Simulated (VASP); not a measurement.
The system is Ir.

```xyz
2
Lattice="2.6500 0.0000 0.0000 -1.3250 2.2950 0.0000 0.0000 0.0000 4.2967" Properties=species:S:1:pos:R:3 pbc="T T T"
Ir    1.3250    0.7650    3.2225
Ir    0.0000    1.5300    1.0742
```

Base run:

```yaml
Program: VASP 6.6.1
Functional: LDA
Potentials_or_basis: VASP PAW LDA potentials, release 64 (Ir)
Cutoff: 520 eV
k_mesh: 21 × 21 × 12
Occupations: gaussian, width 0.15 eV
Spin: no spin polarisation
```

Its results: band gap on the k mesh zero (band 9 reaches 13.06 eV, above the bottom of band 10 at 9.24 eV); pressure 32.5 GPa.

**Question.** The run is repeated on the same cell with these changes: potentials or basis from VASP PAW LDA potentials, release 64 (Ir) to VASP PAW LDA potentials, release 64 (Ir_sv_GW); cutoff from 520 eV to 500 eV; further incar settings from ALGO = Fast; EDIFF = 1e-06; NBANDS = 16 to ALGO = Normal; EDIFF = 1e-06; NBANDS = 24; valence electrons from 18 to 34. What comes out?

**Answer.** Band gap on the k mesh zero (band 17 reaches 15.57 eV, above the bottom of band 18 at 11.76 eV); pressure 27.4 GPa.

Caveats: spin-orbit coupling is left out, which moves the levels of the heavy elements.
